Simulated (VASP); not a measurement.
Input of a VASP 6.6.1 run:

INCAR

```
SYSTEM = YTe2F
PREC = Accurate
ENCUT = 600
EDIFF = 1E-6
ISMEAR = 0
SIGMA = 0.1
LREAL = .FALSE.
LASPH = .TRUE.
NELM = 100
ALGO = Normal
ISIF = 3
LWAVE = .FALSE.
LCHARG = .FALSE.
GGA = PE
IBRION = 2
NSW = 90
EDIFFG = -0.04
```

Contents of KPOINTS:

```
regular mesh
0
G
  4 4 4
  0 0 0
```

The input POSCAR:

```
YTe2F
1.0
    5.3626001400      0.0000000000      0.0000000000
    0.0000000000      5.3626001400      0.0000000000
    0.0000000000      0.0000000000      5.3626001400
Y Te F
1 2 1
Direct
    0.0000000000      0.0000000000      0.0000000000
    0.5000000000      0.0000000000      0.0000000000
    0.0000000000      0.5000000000      0.0000000000
    0.0000000000      0.0000000000      0.5000000000
```

Potentials or basis: VASP PAW PBE potentials, release 64 (Y_sv, Te, F).

The run is started by

```sh
$ cat potpaw_PBE.64/Y_sv/POTCAR potpaw_PBE.64/Te/POTCAR potpaw_PBE.64/F/POTCAR > POTCAR
$ mpirun -np 1 vasp_std > vasp.out
```

(1) Predict the relaxed cell.

(2) Estimate the space group after relaxing (to 0.05 Å).

(3) What does it give for the relaxed volume?

(4) Estimate the band gap on the k mesh.

## Answers

(1) a = 6.106 Å, b = 6.106 Å, c = 4.192 Å, α = 90.00°, β = 90.00°, γ = 90.00°.

(2) P4/mmm (No. 123).

(3) 39.08 Å³/atom.

(4) zero (band 15 reaches 1.29 eV, above the bottom of band 16 at 0.33 eV).

Caveat: spin-orbit coupling is left out, which moves the levels of the heavy elements.
